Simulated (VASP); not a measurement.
A run of VASP 6.6.1:

INCAR

```
PREC = Accurate
ENCUT = 520
EDIFF = 1E-6
ISMEAR = 0
SIGMA = 0.1
LREAL = F
LASPH = T
NELM = 60
ALGO = Normal
ISIF = 2
LWAVE = F
LCHARG = F
GGA = PE
NBANDS = 12
```

The input KPOINTS:

```
regular mesh
0
Gamma
  6 6 6
```

Contents of POSCAR:

```
B2P
1.0
    1.4448597500      0.8341901700      3.7054372000
   -1.4448597500      0.8341901700      3.7054372000
    0.0000000000     -1.6683803300      3.7054372000
B P
2 1
Direct
    0.4160641100      0.4160641100      0.4160641100
    0.5839358900      0.5839358900      0.5839358900
    0.0000000000      0.0000000000      0.0000000000
```

Potentials or basis: VASP PAW PBE potentials, release 64 (B, P).

Run with:

```sh
$ cat potpaw_PBE.64/B/POTCAR potpaw_PBE.64/P/POTCAR > POTCAR
$ mpirun -np 1 vasp_std > vasp.out
```

Hardware: 1 thread of AMD EPYC 7R43 64-Core Processor (Zen 3), on a shared host.

Problem. Estimate the wall time of this run.

Solution. Wall time 13 s on 1 thread of AMD EPYC 7R43 64-Core Processor (Zen 3), with other jobs on the host, peak memory 0.12 GiB. Counts: scf iterations 12, k points 32.
